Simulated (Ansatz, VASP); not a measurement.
## CaC2 in VASP and in Ansatz

INCAR

```
  PREC = Accurate
  ENCUT = 520
  EDIFF = 1E-6
  ISMEAR = 0
  SIGMA = 0.1
  LREAL = False
  LASPH = True
  NELM = 100
  ALGO = Normal
  ISIF = 2
  LWAVE = False
  LCHARG = True
  GGA = CA
  LELF = True
  LVHAR = True
  NBANDS = 16
```

The input KPOINTS:

```
regular mesh
0
Gamma
  6 6 6
```

The input POSCAR:

```
CaC2
1.0
    1.9443979843      1.1225986996      3.9538747767
   -1.9443979843      1.1225986996      3.9538747767
    0.0000000000     -2.2451973993      3.9538747767
Ca C
1 2
Direct
    0.0000000000      0.0000000000      0.0000000000
    0.5529150000      0.5529150000      0.5529150000
    0.4470850000      0.4470850000      0.4470850000
```

Input for Ansatz:

```yaml
crystal:
  lattice:
    - [1.9443979843, 1.1225986996, 3.9538747767]
    - [-1.9443979843, 1.1225986996, 3.9538747767]
    - [0.0, -2.2451973993, 3.9538747767]
  atoms:
    - { symbol: Ca, position: [0.0, 0.0, 0.0] }
    - { symbol: C, position: [0.552915, 0.552915, 0.552915] }
    - { symbol: C, position: [0.447085, 0.447085, 0.447085] }
basis:
  ecutwfc: 420
kpoints:
  mp_grid: { grid: [6, 6, 6] }
hamiltonian:
  xc: lda
scf:
  occupations: { method: gaussian, width: 0.1 }
output:
  forces: true
  stress: true
  eigenvalues: true
```

Alike in both runs: task single point; functional LDA; k mesh 6 × 6 × 6; occupations gaussian, width 0.1 eV; no spin polarisation.

|  | VASP | Ansatz |
| --- | --- | --- |
| version | VASP 6.6.1 | Ansatz 0.2.0 |
| potentials or method | VASP PAW LDA potentials, release 64 (Ca_sv, C), cutoff 520 eV | scalar-relativistic, plane waves, PAW |
| valence electrons in the cell | 18 | 18 |

```csv
,VASP,Ansatz,Ansatz less VASP
gap on the k mesh at the Fermi level (eV),2.53,2.54,+0.014
least direct gap on the mesh (eV),3.83,3.84,+0.002
pressure (GPa),-5.0,-5.3,-0.33
"traceless stress, the component that is largest in VASP (GPa)",-0.77,-0.99,-0.227
rms of the force components (eV/Å),0.145,0.184,+0.0388
```

LDA's correlation is that of Perdew and Zunger in VASP and of Perdew and Wang (1992) in Ansatz. Atom by atom the forces differ by 0.039 eV/Å (rms over components).
